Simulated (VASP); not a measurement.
# Ga (C2/c) in VASP: further runs

The runs below take Ga through single point, with PBE.

Everything below comes from runs of VASP 6.6.1. Logs are shortened: lines on timing, memory, paths and dates and some standing lists are left out, and cuts for length are marked.

## (1) The cell of the first run

The structure is monoclinic, space group C2/c (No. 15). The conventional cell has a = 2.784 Å, b = 8.106 Å, c = 3.354 Å, α = 90.00°, β = 92.02°, γ = 90.00°. Ga (site symmetry 2) has 10 Ga at 2.71 to 3.35 Å within 3.6 Å.

## (2) Single point, PBE (18.91 Å³/atom)

Input file INCAR:

```
ALGO = Normal ; EDIFF = 1E-6
ENCUT = 520 ; GGA = PE
ISIF = 2 ; ISMEAR = -1
LASPH = True ; LCHARG = True
LELF = True ; LREAL = False
LVHAR = True ; LWAVE = False
NBANDS = 20 ; NELM = 60
PREC = Accurate ; SIGMA = 0.05
```

Input file KPOINTS:

```
k-points
0
Gamma
  14 14 11
```

Input file POSCAR:

```
Ga
1.0
    1.3921592073     -4.0531663400      0.0000000000
    1.3921592073      4.0531663400      0.0000000000
   -0.1182278372      0.0000000000      3.3519831592
Ga
2
Direct
    0.8690000000      0.1310000000      0.2500000000
    0.1310000000      0.8690000000      0.7500000000
```

Potentials or basis: VASP PAW PBE potentials, release 64 (Ga_d).

Launch:

```sh
cat potpaw_PBE.64/Ga_d/POTCAR > POTCAR
mpirun -np 1 vasp_std > vasp.out
```

OUTCAR:

```text
EDIFF = 1E-6
   ENCUT = 520
   GGA = PE
   ISIF = 2
   ISMEAR = -1
   LASPH = True
   LREAL = False
   NELM = 60
   PREC = Accurate

 ion  position               nearest neighbor table
   1  0.869  0.131  0.250-   2 2.71   2 2.71   2 2.88   2 2.88
   2  0.131  0.869  0.750-   1 2.71   1 2.71   1 2.88   1 2.88

  LATTYP: Found a base centered monoclinic cell.
 ALAT       =     2.7843184146
 B/A-ratio  =     2.9114244396
 C/A-ratio  =     1.2046278548
 COS(beta)  =    -0.0352490928

  Lattice vectors:

 A1 = (   1.3921592073,  -4.0531663400,   0.0000000000)
 A2 = (   1.3921592073,   4.0531663400,   0.0000000000)
 A3 = (  -0.1182278372,   0.0000000000,   3.3519831592)

Analysis of symmetry for initial positions (statically):
=====================================================================
 Subroutine PRICEL returns:
 Original cell was already a primitive cell.

 Routine SETGRP: Setting up the symmetry group for a
 base centered monoclinic supercell.

 Subroutine GETGRP returns: Found  4 space group operations
 (whereof  2 operations were pure point group operations)
 out of a pool of  4 trial point group operations.

The static configuration has the point symmetry S_2 .
 The point group associated with its full space group is C_2h.

Analysis of symmetry for dynamics (positions and initial velocities):
=====================================================================
 Subroutine PRICEL returns:
 Original cell was already a primitive cell.

 Routine SETGRP: Setting up the symmetry group for a
 base centered monoclinic supercell.

 Subroutine GETGRP returns: Found  4 space group operations
 (whereof  2 operations were pure point group operations)
 out of a pool of  4 trial point group operations.

The dynamic configuration has the point symmetry S_2 .
 The point group associated with its full space group is C_2h.

 Subroutine INISYM returns: Found  4 space group operations
 (whereof  2 operations are pure point group operations),
 and found     1 'primitive' translations

----------------------------------------------------------------------------------------

                                     Primitive cell

  volume of cell :      37.8282

  direct lattice vectors                    reciprocal lattice vectors
     1.392159207 -4.053166340  0.000000000     0.359154325 -0.123360345  0.012667736
     1.392159207  4.053166340  0.000000000     0.359154325  0.123360345  0.012667736
    -0.118227837  0.000000000  3.351983159     0.000000000  0.000000000  0.298330854

  length of vectors
     4.285588015  4.285588015  3.354067519     0.379960623  0.379960623  0.298330854

  position of ions in fractional coordinates (direct lattice)
     0.869000000  0.131000000  0.250000000
     0.131000000  0.869000000  0.750000000

  ion indices of the primitive-cell ions
   primitive index   ion index
                 1           1
                 2           2

----------------------------------------------------------------------------------------

 KPOINTS: k-points

Automatic generation of k-mesh.
 Grid dimensions read from file:
 generate k-points for:   14   14   11

 Generating k-lattice:

  Cartesian coordinates                     Fractional coordinates (reciprocal lattice)
     0.025653880 -0.008811453  0.000904838     0.071428571  0.000000000  0.000000000
     0.025653880  0.008811453  0.000904838     0.000000000  0.071428571  0.000000000
     0.000000000  0.000000000  0.027120987     0.000000000  0.000000000  0.090909091

  Length of vectors
     0.027140045  0.027140045  0.027120987

  Shift w.r.t. Gamma in fractional coordinates (k-lattice)
     0.000000000  0.000000000  0.000000000

 Subroutine IBZKPT returns following result:
 ===========================================

 Found    582 irreducible k-points:

 Following reciprocal coordinates:
            Coordinates               Weight
  0.000000  0.000000  0.000000      1.000000
  0.071429  0.000000 -0.000000      4.000000
  0.142857  0.000000 -0.000000      4.000000
  0.214286  0.000000  0.000000      4.000000
  0.285714  0.000000 -0.000000      4.000000
  0.357143  0.000000 -0.000000      4.000000
[... 16 lines left out ...]
  0.214286  0.142857  0.000000      4.000000
  0.285714  0.142857  0.000000      4.000000
 [... further k-points ...]
   k-points           NKPTS =    582   k-points in BZ     NKDIM =    582   number of bands    NBANDS=     20
   number of dos      NEDOS =    301   number of ions     NIONS =      2
   total plane-waves  NPLWV =  28672
   dimension x,y,z NGX =    32 NGY =   32 NGZ =   28
   dimension x,y,z NGXF=    64 NGYF=   64 NGZF=   56
   ions per type =               2
   NGX,Y,Z   is equivalent  to a cutoff of  12.41, 12.41, 13.88 a.u.
   NGXF,Y,Z  is equivalent  to a cutoff of  24.83, 24.83, 27.76 a.u.
 SYSTEM =  unknown system
   PREC   = accura    normal or accurate (medium, high low for compatibility)
   ISTART =      0    job   : 0-new  1-cont  2-samecut
   ICHARG =      2    charge: 1-file 2-atom 10-const
   ISPIN  =      1    spin polarized calculation?
   LNONCOLLINEAR =      F non collinear calculations
   LSORBIT =      F    spin-orbit coupling
   LASPH  =      T    aspherical Exc in radial PAW
   ENCUT  =  520.0 eV  38.22 Ry    6.18 a.u.   7.97  7.97  6.24*2*pi/ulx,y,z
   NELM   =     60;   NELMIN=  2; NELMDL= -5     # of ELM steps
   EDIFF  = 0.1E-05   stopping-criterion for ELM
   LREAL  =      F    real-space projection
   EDIFFG = 0.1E-04   stopping-criterion for IOM
   NSW    =      0    number of steps for IOM
   IBRION =     -1    ionic relax: 0-MD 1-quasi-New 2-CG
   NFREE  =      0    steps in history (QN), initial steepest desc. (CG)
   ISIF   =      2    stress and relaxation
   ISYM   =      2    0-nonsym 1-usesym 2-fastsym
   POTIM  = 0.5000    time-step for ionic-motion
   TEBEG  =    0.0;   TEEND  =   0.0 temperature during run
   PSTRESS=    0.0 pullay stress
   NELECT =      26.0000    total number of electrons
   NUPDOWN=      -1.0000    fix difference up-down
   EMIN   =  10.00;   EMAX   =-10.00  energy-range for DOS
   EFERMI =   0.00;   METHOD = LEGACY
   ISMEAR =    -1;   SIGMA  =   0.05  broadening in eV -4-tet -1-fermi 0-gaus
   EFERMI_NEDOS =   21; number of points for ismear=-14 and -15
   IALGO  =     38    algorithm
   IMIX   =      4    mixing-type and parameters
     AMIX     =   0.40;   BMIX     =  1.00
     AMIX_MAG =   1.60;   BMIX_MAG =  1.00
  volume/ion in A,a.u.               =      18.91       127.64
  Fermi-wavevector in a.u.,A,eV,Ry     =   1.444755  2.730191 28.399675  2.087317
  Thomas-Fermi vector in A             =   2.563014
   LORBIT       =      0    0 simple, 1 ext, 2 COOP (PROOUT), +10 PAW based schemes
   GGA     = PE    functional components
   LHFCALC =     F    Hartree Fock is set to
   AEXX    =    0.0000 exact exchange contribution
   IVDW    =     0    specifies the selected vdW correction
   LEPSILON=     F    determine dielectric tensor
   LRPA    =     F    only Hartree local field effects (RPA)
 non-spin polarized calculation
  energy-cutoff  :      520.00
  volume of cell :       37.83
 maximum number of plane-waves:      1039
   NGX = 15   NGY = 15   NGZ = 13

 number of electron      26.0000011 magnetization

 Free energy of the ion-electron system (eV)
  ---------------------------------------------------
  ext. energy  EPLUGINS =         0.00000000
  ---------------------------------------------------
  free energy    TOTEN  =        -5.77942733 eV

  energy without entropy =       -5.77403556  energy(sigma->0) =       -5.77673144

 E-fermi :   5.4776     XC(G=0): -10.9592

 val. band max:        5.4758278304   @ k =   0.3571   0.3571   0.1818
 cond. band min:       5.4788418314   @ k =  -0.2143   0.5000   0.3636
 fundamental gap:      0.0030140010
 Fermi energy:         5.4775568985

 k-point     1 :       0.0000    0.0000    0.0000
  band No.  band energies     occupation
      1      -9.6608      2.00000
      2      -9.6504      2.00000
      3      -9.6176      2.00000
      4      -9.5923      2.00000
      5      -9.3340      2.00000
      6      -9.3325      2.00000
[... 12 lines left out ...]
     19      16.0313      0.00000
     20      18.4516      0.00000

 k-point     2 :       0.0714    0.0000   -0.0000
  band No.  band energies     occupation
      1      -9.6569      2.00000
      2      -9.6421      2.00000
      3      -9.6064      2.00000
      4      -9.5740      2.00000
      5      -9.3430      2.00000
      6      -9.3412      2.00000
[... 12 lines left out ...]
     19      16.3371      0.00000
     20      19.0877      0.00000

 k-point     3 :       0.1429    0.0000   -0.0000
  band No.  band energies     occupation
      1      -9.6459      2.00000
      2      -9.6218      2.00000
      3      -9.5761      2.00000
      4      -9.5218      2.00000
      5      -9.3689      2.00000
      6      -9.3660      2.00000
[... 12 lines left out ...]
     19      16.4748      0.00000
     20      19.6927      0.00000

 k-point     4 :       0.2143    0.0000    0.0000
  band No.  band energies     occupation
      1      -9.6305      2.00000
      2      -9.5972      2.00000
      3      -9.5333      2.00000
      4      -9.4623      2.00000
      5      -9.4056      2.00000
      6      -9.3883      2.00000
[... 12 lines left out ...]
     19      16.6193      0.00000
     20      20.4573      0.00000

 k-point     5 :       0.2857    0.0000   -0.0000
  band No.  band energies     occupation
      1      -9.6147      2.00000
      2      -9.5740      2.00000
      3      -9.4989      2.00000
      4      -9.4700      2.00000
      5      -9.4476      2.00000
      6      -9.3660      2.00000
[... 12 lines left out ...]
     19      16.7844      0.00000
     20      19.2499      0.00000

 k-point     6 :       0.3571    0.0000   -0.0000
  band No.  band energies     occupation
      1      -9.6019      2.00000
      2      -9.5638      2.00000
      3      -9.5026      2.00000
      4      -9.4866      2.00000
      5      -9.4749      2.00000
      6      -9.3771      2.00000
[... 12 lines left out ...]
     19      16.6515      0.00000
     20      17.9044      0.00000

 k-point     7 :       0.4286    0.0000    0.0000
  band No.  band energies     occupation
      1      -9.5935      2.00000
      2      -9.5740      2.00000
      3      -9.5180      2.00000
      4      -9.4954      2.00000
      5      -9.4794      2.00000
      6      -9.3805      2.00000
[... 12 lines left out ...]
     19      15.4774      0.00000
     20      17.5509      0.00000
[... 277 lines left out ...]
 k-point    20 :      -0.1429    0.0714   -0.0000
  band No.  band energies     occupation
      1      -9.6466      2.00000
      2      -9.6449      2.00000
      3      -9.6129      2.00000
      4      -9.5549      2.00000
      5      -9.3591      2.00000
      6      -9.3514      2.00000
[... 12 lines left out ...]
     19      15.9801      0.00000
     20      19.1772      0.00000

 k-point    21 :      -0.0714    0.0714    0.0000
  band No.  band energies     occupation
      1      -9.6554      2.00000
      2      -9.6533      2.00000
      3      -9.6222      2.00000
      4      -9.5800      2.00000
      5      -9.3438      2.00000
      6      -9.3388      2.00000
[... 12 lines left out ...]
     19      16.1651      0.00000
     20      17.8785      0.00000

 k-point    22 :       0.1429    0.1429   -0.0000
  band No.  band energies     occupation
      1      -9.6301      2.00000
      2      -9.5829      2.00000
      3      -9.5034      2.00000
      4      -9.4352      2.00000
      5      -9.4186      2.00000
      6      -9.3943      2.00000
[... 12 lines left out ...]
     19      17.5501      0.00000
     20      19.9913      0.00000

 k-point    23 :       0.2143    0.1429    0.0000
  band No.  band energies     occupation
      1      -9.6213      2.00000
      2      -9.5616      2.00000
      3      -9.5285      2.00000
      4      -9.4492      2.00000
      5      -9.4383      2.00000
      6      -9.4127      2.00000
[... 12 lines left out ...]
     19      17.5183      0.00000
     20      18.9666      0.00000

 k-point    24 :       0.2857    0.1429    0.0000
  band No.  band energies     occupation
      1      -9.6139      2.00000
      2      -9.5651      2.00000
      3      -9.5334      2.00000
      4      -9.4768      2.00000
      5      -9.4449      2.00000
      6      -9.4137      2.00000
[... 12 lines left out ...]
     19      16.6287      0.00000
     20      17.7167      0.00000

 [... further k-points ...]
[... 5 lines left out ...]
  --------------------------------------------------------------------------------------
  -------------------------------------------------------------------------------------
  Total        0.2051246      0.2338192      0.1354128      0.0000000      0.0000000     -0.0039760
  in kB        8.6878684      9.9032025      5.7352874      0.0000000      0.0000000     -0.1683990
  external PRESSURE =       8.1087861 kB  Pullay stress =       0.0000000 kB

 VOLUME and BASIS-vectors are now :
 -----------------------------------------------------------------------------
  energy-cutoff  :      520.00
  volume of cell :       37.83
      direct lattice vectors                 reciprocal lattice vectors
     1.392159207 -4.053166340  0.000000000     0.359154325 -0.123360345  0.012667736
     1.392159207  4.053166340  0.000000000     0.359154325  0.123360345  0.012667736
    -0.118227837  0.000000000  3.351983159     0.000000000  0.000000000  0.298330854

 POSITION                                       TOTAL-FORCE (eV/Angst)
 -----------------------------------------------------------------------------------
      1.36260     -2.99124      0.83800        -0.000000      0.179028      0.000000
      1.30349      2.99124      2.51399         0.000000     -0.179028     -0.000000
 -----------------------------------------------------------------------------------
    total drift:                                0.000000      0.000000     -0.000000

  FREE ENERGIE OF THE ION-ELECTRON SYSTEM (eV)
  ---------------------------------------------------
  free  energy   TOTEN  =        -5.7794273257 eV

  energy  without entropy=       -5.7740355592  energy(sigma->0) =       -5.77673144
```

Wall time 2.1 min (1 thread of Intel Xeon 6975P-C (Granite Rapids), shared host); peak memory 0.45 GiB.

What came out:

- Free energy: -5.7794 eV
- Pressure: 0.8 GPa
- Largest force: 0.179 eV/Å
- Band gap on the k mesh: zero (bands 13 and 14 overlap by 7.86 eV)

Forces in eV/Å, atoms in the order of the input:
```
Ga   0.000  0.179  0.000
Ga   0.000 -0.179  0.000
```

## (3) Single point, PBE (19.66 Å³/atom)

This run uses another cell than the first one, of 19.66 Å³/atom.

Input file INCAR:

```
PREC = Accurate ; ENCUT = 520
EDIFF = 1E-6 ; ISMEAR = -1
SIGMA = 0.05 ; LREAL = F
LASPH = T ; NELM = 60
ALGO = Normal ; ISIF = 2
LWAVE = F ; LCHARG = F
GGA = PE ; NBANDS = 20
```

Input file KPOINTS:

```
regular mesh
0
Gamma
  14 14 11
```

Input file POSCAR:

```
Ga
1.0
    1.4101245334     -4.1054710295      0.0000000000
    1.4101245334      4.1054710295      0.0000000000
   -0.1197535260      0.0000000000      3.3952393258
Ga
2
Direct
    0.8690000000      0.1310000000      0.2500000000
    0.1310000000      0.8690000000      0.7500000000
```

Potentials or basis: VASP PAW PBE potentials, release 64 (Ga_d).

Launch:

```sh
cat potpaw_PBE.64/Ga_d/POTCAR > POTCAR
mpirun -np 1 vasp_std > vasp.out
```

It took 2 min on 1 thread of Intel Xeon 6975P-C (Granite Rapids), shared host; peak memory 0.46 GiB.

It converged, with:

- Free energy: -5.7779 eV
- Pressure: -1.0 GPa
- Largest force: 0.157 eV/Å
- Band gap on the k mesh: zero (bands 13 and 14 overlap by 7.61 eV)

Forces on the atoms (eV/Å):
```
Ga   0.000  0.157  0.000
Ga   0.000 -0.157  0.000
```

Stress tensor (GPa, compression positive):
```
-0.94  0.00 -0.02
 0.00 -0.83  0.00
-0.02  0.00 -1.25
```

Levels at points of the mesh, in eV from the Fermi level:
| k point | band 10 | band 11 | band 12 | band 13 | band 14 | band 15 | band 16 | band 17 |
| --- | --- | --- | --- | --- | --- | --- | --- | --- |
| (0.00, 0.00, 0.00) | -14.62 | -10.79 | -1.93 | -1.80 | 1.61 | 5.34 | 9.27 | 9.72 |
| (0.50, 0.00, 0.00) | -14.64 | -5.93 | -4.78 | -1.23 | -0.10 | 5.51 | 6.25 | 8.10 |
| (0.50, 0.50, 0.00) | -14.67 | -8.76 | -8.28 | 3.86 | 4.41 | 5.48 | 5.72 | 7.25 |
